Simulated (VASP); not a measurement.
# Cs7Pb9Br24 (a cell with a defect) in VASP: single point with PBEsol

Aim: the single point of Cs7Pb9Br24 (a cell with a defect) with PBEsol.

Everything below comes from runs of VASP 6.6.1. Logs are shortened: lines on timing, memory, paths and dates and some standing lists are left out, and cuts for length are marked.

### 1 The cell of the first run

The cell holds a defect, 40 atoms: a = 11.763 Å, b = 11.763 Å, c = 11.763 Å, α = 90.00°, β = 90.00°, γ = 90.00°.

### 2 Single point, PBEsol

Contents of INCAR:

```
ALGO = Normal
EDIFF = 1E-6
ENCUT = 400
GGA = PS
GGA_COMPAT = F
ISIF = 2
ISMEAR = -1
ISYM = -1
LASPH = T
LCHARG = F
LREAL = Auto
LWAVE = F
NBANDS = 204
NELECT = 356.0
NELM = 120
PREC = Accurate
SIGMA = 0.05
```

Contents of KPOINTS:

```
explicit points
1
Reciprocal
  0.25000000   0.25000000   0.25000000 1
```

Contents of POSCAR:

```
Cs7Pb9Br24
1.0
   11.7633300000      0.0000000000      0.0000000000
    0.0000000000     11.7633300000      0.0000000000
    0.0000000000      0.0000000000     11.7633300000
Cs Pb Br
7 9 24
Direct
    0.9830420000      0.0226320000      0.0036690000
    0.9802680000      0.9829400000      0.5248430000
    0.9938380000      0.4949340000      0.9614460000
    0.9822270000      0.4921610000      0.5053770000
    0.5118610000      0.0077900000      0.9944490000
    0.5073960000      0.9968590000      0.5401370000
    0.5326470000      0.4998260000      0.9766640000
    0.4383610000      0.5060560000      0.3714740000
    0.2444440000      0.2415990000      0.2474200000
    0.2578980000      0.2519620000      0.7499710000
    0.2403200000      0.7619740000      0.2470190000
    0.2551080000      0.7466920000      0.7564720000
    0.7482000000      0.2513740000      0.2569430000
    0.7543550000      0.2468300000      0.7504300000
    0.7504190000      0.7491610000      0.2584750000
    0.7532420000      0.7458270000      0.7557410000
    0.2416670000      0.1978830000      0.9949340000
    0.2844800000      0.3283560000      0.4866290000
    0.2175530000      0.8036950000      0.9970590000
    0.2899040000      0.6771520000      0.4879360000
    0.7655110000      0.2756110000      0.0031560000
    0.7504610000      0.1999160000      0.5023730000
    0.7753880000      0.7119720000      0.0087980000
    0.7321120000      0.7899420000      0.5075650000
    0.9978660000      0.2717980000      0.2589660000
    0.0069370000      0.2627880000      0.7355600000
    0.9980730000      0.7453410000      0.3000620000
    0.0053040000      0.7263650000      0.7227840000
    0.4948780000      0.2850860000      0.2277660000
    0.5057690000      0.2225570000      0.7705440000
    0.4945260000      0.7213090000      0.2308240000
    0.5034150000      0.7727350000      0.7902530000
    0.2552750000      0.0020480000      0.3191910000
    0.2410600000      0.9981500000      0.7003900000
    0.2638880000      0.5029380000      0.1998160000
    0.2657050000      0.4979970000      0.8125580000
    0.7404860000      0.0001830000      0.2136050000
    0.7702670000      0.9964250000      0.7848320000
    0.7204940000      0.5002200000      0.3108830000
    0.7498650000      0.4962510000      0.7349640000
```

Potentials or basis: VASP PAW PBE potentials, release 64 (Cs_sv, Pb_d, Br).

The run is started by

```console
cat potpaw_PBE.64/Cs_sv/POTCAR potpaw_PBE.64/Pb_d/POTCAR potpaw_PBE.64/Br/POTCAR > POTCAR
mpirun -np 1 vasp_std > vasp.out
```

OUTCAR:

```text
EDIFF = 1E-6
   ENCUT = 400
   GGA = PS
   ISIF = 2
   ISMEAR = -1
   ISYM = -1
   LASPH = T
   LREAL = Auto
   NELECT = 356.0
   NELM = 120
   PREC = Accurate

 ion  position               nearest neighbor table
   1  0.983  0.023  0.004-
   2  0.980  0.983  0.525-
   3  0.994  0.495  0.961-
   4  0.982  0.492  0.505-
   5  0.512  0.008  0.994-
   6  0.507  0.997  0.540-
   7  0.533  0.500  0.977-
   8  0.438  0.506  0.371-  35 2.88  20 3.00  18 3.08  31 3.10  29 3.17  39 3.40  11 4.08   9 4.12

   9  0.244  0.242  0.247-  25 2.93  33 2.94  29 3.00  17 3.01  18 3.03  35 3.13   8 4.12
  10  0.258  0.252  0.750-  30 2.95  17 2.96  26 2.96  36 2.99  34 3.05  18 3.24
  11  0.240  0.762  0.247-  27 2.92  33 2.95  19 2.99  31 3.03  20 3.06  35 3.11   8 4.08
  12  0.255  0.747  0.756-  19 2.94  32 2.96  28 2.97  36 3.00  34 3.04  20 3.29
  13  0.748  0.251  0.257-  25 2.95  22 2.95  37 3.00  21 3.01  39 3.01  29 3.03
  14  0.754  0.247  0.750-  40 2.94  30 2.95  22 2.97  38 2.98  26 2.98  21 2.99
  15  0.750  0.749  0.258-  27 2.95  24 2.98  23 2.98  37 3.00  39 3.01  31 3.05
  16  0.753  0.746  0.756-  40 2.95  38 2.97  24 2.98  32 2.98  28 3.00  23 3.01
  17  0.242  0.198  0.995-  10 2.96   9 3.01
  18  0.284  0.328  0.487-   9 3.03   8 3.08  10 3.24
  19  0.218  0.804  0.997-  12 2.94  11 2.99
  20  0.290  0.677  0.488-   8 3.00  11 3.06  12 3.29
  21  0.766  0.276  0.003-  14 2.99  13 3.01
  22  0.750  0.200  0.502-  13 2.95  14 2.97
  23  0.775  0.712  0.009-  15 2.98  16 3.01
  24  0.732  0.790  0.508-  16 2.98  15 2.98
  25  0.998  0.272  0.259-   9 2.93  13 2.95
  26  0.007  0.263  0.736-  10 2.96  14 2.98
  27  0.998  0.745  0.300-  11 2.92  15 2.95
  28  0.005  0.726  0.723-  12 2.97  16 3.00
  29  0.495  0.285  0.228-   9 3.00  13 3.03   8 3.17
  30  0.506  0.223  0.771-  10 2.95  14 2.95
  31  0.495  0.721  0.231-  11 3.03  15 3.05   8 3.10
  32  0.503  0.773  0.790-  12 2.96  16 2.98
  33  0.255  0.002  0.319-   9 2.94  11 2.95
  34  0.241  0.998  0.700-  12 3.04  10 3.05
  35  0.264  0.503  0.200-   8 2.88  11 3.11   9 3.13
  36  0.266  0.498  0.813-  10 2.99  12 3.00
  37  0.740  0.000  0.214-  13 3.00  15 3.00
  38  0.770  0.996  0.785-  16 2.97  14 2.98
  39  0.720  0.500  0.311-  13 3.01  15 3.01   8 3.40
  40  0.750  0.496  0.735-  14 2.94  16 2.95

IMPORTANT INFORMATION: All symmetrisations will be switched off!
NOSYMM: (Re-)initialisation of all symmetry stuff for point group C_1.

----------------------------------------------------------------------------------------

                                     Primitive cell

  volume of cell :    1627.7618

[... 128 lines left out ...]
   ISIF   =      2    stress and relaxation
   ISYM   =     -1    0-nonsym 1-usesym 2-fastsym
   POTIM  = 0.5000    time-step for ionic-motion
   TEBEG  =    0.0;   TEEND  =   0.0 temperature during run
   PSTRESS=    0.0 pullay stress
   NELECT =     356.0000    total number of electrons
   NUPDOWN=      -1.0000    fix difference up-down
   EMIN   =  10.00;   EMAX   =-10.00  energy-range for DOS
   EFERMI =   0.00;   METHOD = LEGACY
   ISMEAR =    -1;   SIGMA  =   0.05  broadening in eV -4-tet -1-fermi 0-gaus
   EFERMI_NEDOS =   21; number of points for ismear=-14 and -15
   IALGO  =     38    algorithm
   IMIX   =      4    mixing-type and parameters
     AMIX     =   0.40;   BMIX     =  1.00
     AMIX_MAG =   1.60;   BMIX_MAG =  1.00
  volume/ion in A,a.u.               =      40.69       274.62
  Fermi-wavevector in a.u.,A,eV,Ry     =   0.986343  1.863918 13.236729  0.972872
  Thomas-Fermi vector in A             =   2.117717
   LORBIT       =      0    0 simple, 1 ext, 2 COOP (PROOUT), +10 PAW based schemes
   GGA     = PS    functional components
   LHFCALC =     F    Hartree Fock is set to
   AEXX    =    0.0000 exact exchange contribution
   IVDW    =     0    specifies the selected vdW correction
   LEPSILON=     F    determine dielectric tensor
   LRPA    =     F    only Hartree local field effects (RPA)
 non-spin polarized calculation
  energy-cutoff  :      400.00
  volume of cell :     1627.76
 maximum number of plane-waves:     29545
 NGX is ok and might be reduce to    80
   NGX = 39   NGY = 39   NGZ = 39

 number of electron     355.9999973 magnetization

 Free energy of the ion-electron system (eV)
  ---------------------------------------------------
  ext. energy  EPLUGINS =         0.00000000
  ---------------------------------------------------
  free energy    TOTEN  =      -137.03745321 eV

  energy without entropy =     -137.03745321  energy(sigma->0) =     -137.03745321

 E-fermi :   1.2787     XC(G=0):  -7.7293

 val. band max:        0.0590928115   @ k =   0.2500   0.2500   0.2500
 cond. band min:       2.9860768046   @ k =   0.2500   0.2500   0.2500
 fundamental gap:      2.9269839931
 Fermi energy:         1.2787247454

 k-point     1 :       0.2500    0.2500    0.2500
  band No.  band energies     occupation
      1     -20.0090      2.00000
      2     -20.0057      2.00000
      3     -19.9688      2.00000
      4     -19.9636      2.00000
      5     -19.9551      2.00000
      6     -19.9233      2.00000
[... 182 lines left out ...]
    189       3.7380      0.00000
    190       3.8177      0.00000
 [bands above 190 left out]

------------------------ aborting loop because EDIFF is reached ----------------------------------------

  FORCE on cell =-STRESS in cart. coord.  units (eV):
  Direction    XX          YY          ZZ          XY          YZ          ZX
  --------------------------------------------------------------------------------------
  -------------------------------------------------------------------------------------
  Total       -9.4311084    -13.0548438    -13.4291428     -0.1890881     -0.1505698      0.6471980
  in kB       -9.2828744    -12.8496536    -13.2180695     -0.1861161     -0.1482033      0.6370257
  external PRESSURE =     -11.7835325 kB  Pullay stress =       0.0000000 kB

 VOLUME and BASIS-vectors are now :
 -----------------------------------------------------------------------------
  energy-cutoff  :      400.00
  volume of cell :     1627.76
      direct lattice vectors                 reciprocal lattice vectors
    11.763330000  0.000000000  0.000000000     0.085009942  0.000000000  0.000000000
     0.000000000 11.763330000  0.000000000     0.000000000  0.085009942  0.000000000
     0.000000000  0.000000000 11.763330000     0.000000000  0.000000000  0.085009942

 POSITION                                       TOTAL-FORCE (eV/Angst)
 -----------------------------------------------------------------------------------
     11.56385      0.26623      0.04316        -0.004000     -0.012437      0.001120
     11.53122     11.56265      6.17390         0.000126      0.012690      0.000210
     11.69084      5.82207     11.30981        -0.002663     -0.011698     -0.007126
     11.55426      5.78945      5.94492        -0.000574      0.005701     -0.005015
      6.02119      0.09164     11.69803        -0.015536     -0.002889     -0.002945
      5.96867     11.72638      6.35381        -0.002576      0.003277      0.000567
[... 32 lines left out ...]
      8.47541      5.88425      3.65702        -0.007017      0.000768      0.019257
      8.82091      5.83756      8.64562        -0.004766      0.006863      0.006579
 -----------------------------------------------------------------------------------
    total drift:                                0.013913      0.013549      0.025148

  FREE ENERGIE OF THE ION-ELECTRON SYSTEM (eV)
  ---------------------------------------------------
  free  energy   TOTEN  =      -137.0374532051 eV

  energy  without entropy=     -137.0374532050  energy(sigma->0) =     -137.03745321
```

OSZICAR:

```text
N       E                     dE             d eps       ncg     rms          rms(c)
DAV:   1     0.316842336647E+04    0.31684E+04   -0.13141E+05   408   0.127E+03
DAV:   2     0.358228853685E+03   -0.28102E+04   -0.27251E+04   484   0.337E+02
DAV:   3    -0.122178031336E+03   -0.48041E+03   -0.47756E+03   544   0.166E+02
DAV:   4    -0.140968295470E+03   -0.18790E+02   -0.18724E+02   488   0.429E+01
DAV:   5    -0.141703285128E+03   -0.73499E+00   -0.73455E+00   536   0.697E+00    0.121E+01
DAV:   6    -0.137399970717E+03    0.43033E+01   -0.73644E+00   600   0.128E+01    0.721E+00
DAV:   7    -0.137001576614E+03    0.39839E+00   -0.52390E+00   576   0.574E+00    0.254E+00
DAV:   8    -0.137035888457E+03   -0.34312E-01   -0.92054E-01   552   0.299E+00    0.911E-01
DAV:   9    -0.137030927395E+03    0.49611E-02   -0.10516E-01   536   0.111E+00    0.339E-01
DAV:  10    -0.137035267376E+03   -0.43400E-02   -0.17440E-02   504   0.344E-01    0.193E-01
DAV:  11    -0.137037108029E+03   -0.18407E-02   -0.42490E-03   472   0.248E-01    0.786E-02
DAV:  12    -0.137037319719E+03   -0.21169E-03   -0.28549E-03   552   0.120E-01    0.579E-02
DAV:  13    -0.137037400245E+03   -0.80526E-04   -0.21285E-04   488   0.439E-02    0.242E-02
DAV:  14    -0.137037435136E+03   -0.34891E-04   -0.15599E-04   472   0.382E-02    0.182E-02
DAV:  15    -0.137037450570E+03   -0.15434E-04   -0.10850E-04   544   0.216E-02    0.984E-03
DAV:  16    -0.137037452427E+03   -0.18564E-05   -0.10829E-05   400   0.777E-03    0.668E-03
DAV:  17    -0.137037453205E+03   -0.77837E-06   -0.15188E-06   288   0.457E-03
   1 F= -.13703745E+03 E0= -.13703745E+03  d E =-.652311E-10
```

Run time: 4.3 min. Hardware: 1 thread of Intel Xeon 6975P-C (Granite Rapids), shared host; peak memory 1 GiB.

What came out:

```yaml
Free_energy: -137.0375 eV
Largest_force: 0.033 eV/Å
```

Forces on the atoms (eV/Å):
```
Cs  -0.004 -0.012  0.001
Cs   0.000  0.013  0.000
Cs  -0.003 -0.012 -0.007
Cs  -0.001  0.006 -0.005
Cs  -0.016 -0.003 -0.003
Cs  -0.003  0.003  0.001
Cs   0.000 -0.004 -0.018
Pb   0.006 -0.026  0.000
Pb   0.001  0.027 -0.018
Pb  -0.004 -0.014 -0.009
Pb   0.010 -0.018  0.020
Pb  -0.004  0.007 -0.022
Pb  -0.002 -0.003 -0.013
Pb   0.016 -0.006 -0.001
Pb  -0.017  0.002  0.011
Pb   0.002  0.002 -0.002
Br  -0.003  0.009  0.010
Br   0.021  0.007 -0.004
Br  -0.001  0.002  0.002
Br   0.009  0.018  0.007
Br   0.006  0.012  0.002
Br  -0.015 -0.001  0.000
Br   0.010  0.013 -0.010
Br  -0.004 -0.010 -0.006
Br   0.003 -0.009  0.010
Br   0.008 -0.006  0.003
Br   0.020  0.001  0.002
Br  -0.001 -0.002  0.002
Br   0.001 -0.002  0.005
Br  -0.013  0.018  0.011
Br  -0.001 -0.011 -0.012
Br  -0.007 -0.004 -0.006
Br   0.006 -0.010  0.001
Br   0.004  0.002  0.015
Br  -0.017  0.005  0.016
Br   0.002  0.010 -0.003
Br   0.003 -0.010 -0.001
Br  -0.004 -0.001 -0.004
Br  -0.007  0.001  0.019
Br  -0.005  0.007  0.007
```

Caveat: the cell carries a net charge on a neutralising background, which shifts energy and pressure; the cell is charged against a uniform background, so pressure and absolute levels hang on convention; the PAW data sets were made with another functional, which shifts forces and pressure a little; spin-orbit coupling is left out, which moves the levels of the heavy elements.
